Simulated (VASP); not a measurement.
Runs of VASP 6.6.1 on MgO. The structure is that of space group Fm-3m (No. 225), or close to it. The cells are those of the table. 

| level | cell | smearing | gap on the mesh (eV) | pressure (GPa) |
| --- | --- | --- | --- | --- |
| r2SCAN | a = 3.145 Å, angles 60.0°, 2 atoms | gaussian 0.01 eV | 4.11 | -20.9 |
| r2SCAN | a = 2.924 Å, angles 61.1°, 2 atoms | gaussian 0.01 eV | 5.78 | 3.2 |
| PBE | a = 2.924 Å, angles 61.1°, 2 atoms | fermi-dirac 0.02 eV | (b) | 9.4 |
| PBE | a = 3.145 Å, angles 60.0°, 2 atoms | fermi-dirac 0.02 eV | (a) | -15.9 |

Alike in all rows: task single point; potentials or basis VASP PAW PBE potentials, release 64 (Mg, O); no spin polarisation; k mesh 10 × 10 × 10; cutoff (eV) 520.

Q: Fill in the values left out.

A: (a) 3.29; (b) 4.89.

Caveats: the PAW data sets were made with another functional, which shifts forces and pressure a little (some runs).

